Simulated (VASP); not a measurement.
A run of VASP 6.6.1 is set up as follows.

Contents of INCAR:

```
AGGAC = 1.0 ; AGGAX = 1.0
ALDAC = 0.0 ; ALDAX = 1.0
ALGO = Normal ; EDIFF = 1E-6
ENCUT = 750 ; GGA = B5
GGA_COMPAT = F ; ISIF = 2
ISMEAR = 0 ; ISPIN = 2
LASPH = T ; LCHARG = F
LMAXMIX = 4 ; LORBIT = 11
LREAL = F ; LWAVE = F
MAGMOM = 0 0.45 0 ; NBANDS = 23
NELM = 200 ; PREC = Accurate
SIGMA = 0.1
```

Contents of KPOINTS:

```
k-points
0
Gamma
  6 6 4
```

File POSCAR:

```
LiFeN
1.0
    3.1006003459      0.0000000000      0.0000000000
   -1.5503001730      2.6851986665      0.0000000000
    0.0000000000      0.0000000000      4.1453390000
Li Fe N
1 1 1
Direct
    0.3333333333      0.6666666667      0.0000000000
    0.6666666667      0.3333333333      0.5000000000
    0.3333333333      0.6666666667      0.5000000000
```

Potentials or basis: VASP PAW PBE potentials, release 64 (Li_sv, Fe_sv, N).

Launch:

```sh
$ cat potpaw_PBE.64/Li_sv/POTCAR potpaw_PBE.64/Fe_sv/POTCAR potpaw_PBE.64/N/POTCAR > POTCAR
$ mpirun -np 1 vasp_std > vasp.out
```

Estimate the pressure.

2.9 GPa.

Predict the band gap on the k mesh.

zero (filled and empty bands overlap).

Stress tensor (GPa, compression positive):
```
4.12 0.00 0.00
0.00 4.12 0.00
0.00 0.00 0.45
```

Caveat: the k points lie up to 0.39 Å⁻¹ apart; the PAW data sets were made with another functional, which shifts forces and pressure a little. With open d or f shells a metallic result of BLYP can be an artefact of self-interaction; +U or a hybrid may open a gap.
